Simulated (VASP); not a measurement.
Write the native input for VASP 6.6.1 that does the following.

```
Task                   : electric field gradients
Functional             : PBEsol
Potentials or basis    : VASP PAW PBE potentials, release 64 (Zn)
Cutoff                 : 520 eV
k mesh                 : 16 × 16 × 8
Occupations            : fermi-dirac, width 0.03 eV
Spin                   : no spin polarisation
Dipole correction      : no
Further INCAR settings : ALGO = Normal; EDIFF = 1e-08; NBANDS = 19
```

The structure of Zn lies in POSCAR:

```
Zn
1.0
    2.6647980532      0.0266479805      0.0266479805
   -1.3093211985      2.2944588197      0.0097538378
    0.0494670000      0.0494670000      4.9467000000
Zn
2
Direct
    0.3333333333      0.6666666667      0.2500000000
    0.6666666667      0.3333333333      0.7500000000
```

This cell differs from its parent crystal: equal xy, yz and zx shear strains of +2 %.

The input as run:

INCAR

```
SYSTEM = Zn
  PREC = Accurate
  ENCUT = 520
  EDIFF = 1E-8
  ISMEAR = -1
  SIGMA = 0.03
  LREAL = .False.
  LASPH = .True.
  NELM = 100
  ALGO = Normal
  ISIF = 2
  LWAVE = .False.
  LCHARG = .False.
  GGA = PS
  LEFG = .True.
  NBANDS = 19
```

KPOINTS

```
Automatic mesh
0
Gamma
  16 16 8
  0 0 0
```

Potentials or basis: VASP PAW PBE potentials, release 64 (Zn).

Launch:

```bash
$ cat potpaw_PBE.64/Zn/POTCAR > POTCAR
$ mpirun -np 1 vasp_std > vasp.out
```

Results of the run:

* Pressure: -5.0 GPa
* Largest force: 0.011 eV/Å
* Band gap on the k mesh: zero (bands 12 and 13 overlap by 4.34 eV)
* Largest electric field gradient by atom: Zn +38.1 V/Å²

Caveat: the cell differs from its parent crystal (equal xy, yz and zx shear strains of +2 %); the cell stands under tension; without QUAD_EFG the Cq values of the log hold for a quadrupole moment of 1 mb, not for the nuclei; the PAW data sets were made with another functional, which shifts forces and pressure a little.

It took 10 min on 1 thread of Intel Xeon 8259CL (shared host), peak memory 0.55 GiB.
